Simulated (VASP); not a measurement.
EuO: single point with LDA+U

The system is EuO.

```
CELL_PARAMETERS angstrom
0.00000 2.57195 2.57195
5.14390 2.57195 2.57195
5.14390 5.14390 0.00000
ATOMIC_POSITIONS crystal
Eu 0.50000 0.50000 0.00000
Eu 0.50000 0.50000 0.50000
O 0.00000 0.00000 0.00000
O 0.00000 0.00000 0.50000
```

```yaml
Program: VASP 6.6.1
Task: single point
Functional: LDA
Potentials_or_basis: VASP PAW PBE potentials, release 64 (Eu, O)
Cutoff: 600 eV
k_mesh: 5 × 5 × 5
Occupations: gaussian, width 0.05 eV
Spin: collinear spin, antiferromagnetic start
Starting_moments: "[7.0, -7.0, 0.0, 0.0] μB"
Hubbard_terms: Eu f U = 6.0 eV
Dipole_correction: no
Further_INCAR_settings: ALGO = Normal; EDIFF = 1e-06; NBANDS = 35
```

- Pressure: -6.7 GPa
- Band gap on the k mesh: 0.21 eV
- Net moment: 0.00 μB per cell
- Site moments: Eu +6.71, -6.71; O +0.03, -0.03 μB
- Valence electrons inside the program's atomic spheres: Eu 14.88; O 4.92

Stress tensor (GPa, compression positive):
```
-6.57  0.00  0.00
 0.00 -6.80  0.00
 0.00  0.00 -6.80
```

Levels at points of the mesh, in eV from the valence-band top:
Spin up:
| k point | band 21 | band 22 | band 23 | band 24 | band 25 | band 26 |
| --- | --- | --- | --- | --- | --- | --- |
| (0.00, 0.00, 0.00) | -0.17 | 0.00 | 0.00 | 0.21 | 1.16 | 3.26 |
Spin down:
| k point | band 20 | band 21 | band 22 | band 23 | band 24 | band 25 | band 26 | band 27 |
| --- | --- | --- | --- | --- | --- | --- | --- | --- |
| (0.00, 0.00, 0.00) | -0.37 | -0.17 | 0.00 | 0.00 | 0.21 | 1.16 | 3.26 | 3.26 |

Eigenvalues of the final occupation matrices:
```
    site  spin  trace                         eigenvalues
site 1 f     1   6.81  0.96 0.97 0.97 0.97 0.97 0.98 0.98
site 1 f     2   0.02  0.00 0.00 0.00 0.00 0.00 0.00 0.00
site 2 f     1   0.02  0.00 0.00 0.00 0.00 0.00 0.00 0.00
site 2 f     2   6.81  0.96 0.97 0.97 0.97 0.97 0.98 0.98
```

Wall time 4.2 min on 1 thread of Intel(R) Xeon(R) 6975P-C (Granite Rapids), with other jobs on the host, peak memory 0.29 GiB.

Caveat: the cell stands under tension; the PAW data sets were made with another functional, which shifts forces and pressure a little; spin-orbit coupling is left out, which moves the levels of the heavy elements; an odd mesh through Γ misses points on the zone boundary, where band edges can lie. The state reached can hang on the start; a lower one may exist.
